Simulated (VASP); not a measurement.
**Rb: single point with PBEsol**

The system is Rb.

```
Rb
1.0
     4.93965   -0.00903    0.00000
    -2.47764    4.27335    0.00000
     0.00000    0.00000   16.83044
Rb
4
Cartesian
  0.0000 0.0000 0.0000
  -0.0154 2.8518 12.6228
  0.0000 0.0000 8.4152
  2.4774 1.4125 4.2076
```

This isn't the form of Rb at room conditions, which is bcc.

```
Program                : VASP 6.6.1
Task                   : single point
Functional             : PBEsol
Potentials or basis    : VASP PAW PBE potentials, release 64 (Rb_sv)
Cutoff                 : 520 eV
k mesh                 : 3 × 3 × 1, shifted
Occupations            : methfessel-paxton, width 0.2 eV
Spin                   : no spin polarisation
Dipole correction      : no
Further INCAR settings : ALGO = Normal; EDIFF = 1e-07; NBANDS = 26; ISYM = 0
```

- Pressure: 0.0 GPa
- Band gap on the k mesh: zero (bands 18 and 19 overlap by 0.58 eV)

Stress tensor (GPa, compression positive):
```
 0.03  0.01  0.00
 0.01  0.04  0.00
 0.00  0.00 -0.07
```

Levels at points of the mesh, in eV from the Fermi level:
```
           k point  band 16  band 17  band 18  band 19  band 20  band 21
(0.50, 0.50, 0.50)   -12.87     0.22     0.22     0.44     0.44     1.05
```

It took 40 s on 1 thread of Intel(R) Xeon(R) 6975P-C (Granite Rapids) (shared host), peak memory 0.45 GiB.

Caveat: the k points lie up to 0.49 Å⁻¹ apart, too coarse for converged energies and pressures of a metal; the PAW data sets were made with another functional, which shifts forces and pressure a little.
